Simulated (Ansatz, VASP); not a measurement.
PtSe2 in VASP and in Ansatz

Contents of INCAR:

```
SYSTEM = PtSe2
PREC = Accurate
ENCUT = 400
EDIFF = 1E-6
ISMEAR = 0
SIGMA = 0.1
LREAL = .False.
LASPH = .True.
NELM = 120
ALGO = Normal
ISIF = 2
LWAVE = .False.
LCHARG = .False.
LDIPOL = .True.
IDIPOL = 3
DIPOL = 0.5 0.5 0.500
GGA = PS
NBANDS = 43
GGA_COMPAT = .False.
NELMDL = -8
```

KPOINTS

```
regular mesh
0
Gamma
  9 9 1
  0 0 0
```

The input POSCAR:

```
PtSe2
1.0
    3.7603063687      0.0000000000      0.0000000000
   -1.8801531843      3.2565208413      0.0000000000
    0.0000000000      0.0000000000     27.2629384041
Se Pt
6 3
Direct
    0.6666666667      0.3333333333      0.2750987399
    0.3333333333      0.6666666667      0.3681355194
    0.6666666667      0.3333333333      0.4534816103
    0.3333333333      0.6666666667      0.5465183897
    0.6666666667      0.3333333333      0.6318644806
    0.3333333333      0.6666666667      0.7249012601
    0.0000000000      0.0000000000      0.3216171296
    0.0000000000      0.0000000000      0.5000000000
    0.0000000000      0.0000000000      0.6783828704
```

Input for Ansatz:

```yaml
crystal:
  lattice:
    - [3.7603063687, 0.0, 0.0]
    - [-1.8801531843, 3.2565208413, 0.0]
    - [0.0, 0.0, 27.2629384041]
  atoms:
    - { symbol: Se, position: [0.6666666667, 0.3333333333, 0.2750987399] }
    - { symbol: Pt, position: [0.0, 0.0, 0.3216171296] }
    - { symbol: Se, position: [0.3333333333, 0.6666666667, 0.3681355194] }
    - { symbol: Se, position: [0.6666666667, 0.3333333333, 0.4534816103] }
    - { symbol: Pt, position: [0.0, 0.0, 0.5] }
    - { symbol: Se, position: [0.3333333333, 0.6666666667, 0.5465183897] }
    - { symbol: Se, position: [0.6666666667, 0.3333333333, 0.6318644806] }
    - { symbol: Pt, position: [0.0, 0.0, 0.6783828704] }
    - { symbol: Se, position: [0.3333333333, 0.6666666667, 0.7249012601] }
basis:
  ecutwfc: 420
kpoints:
  mp_grid: { grid: [9, 9, 1] }
hamiltonian:
  xc: pbesol
scf:
  occupations: { method: gaussian, width: 0.1 }
output:
  forces: true
  stress: true
  eigenvalues: true
efield:
  axis: 3
  dipole_correction: true
```

Alike in both runs: task single point; functional PBEsol; k mesh 9 × 9 × 1; occupations gaussian, width 0.1 eV; no spin polarisation.

|  | VASP | Ansatz |
| --- | --- | --- |
| version | VASP 6.6.1 | Ansatz 0.2.0 |
| potentials or method | VASP PAW PBE potentials, release 64 (Se, Pt), cutoff 400 eV | scalar-relativistic, plane waves, PAW |
| valence electrons in the cell | 66 | 150 |

|  | VASP | Ansatz | Ansatz less VASP |
| --- | --- | --- | --- |
| gap on the k mesh at the Fermi level (eV) | none | none | - |
| rms of the force components (eV/Å) | 0.062 | 0.064 | +0.0015 |

VASP's potentials were made for PBE, not for PBEsol. A gap of «none» marks a metal or a gap that the smearing closes. VASP's potentials hold 66 valence electrons a cell and Ansatz's 150, so a difference there can come from the potentials and not from the codes.

Spin-orbit coupling is off throughout.
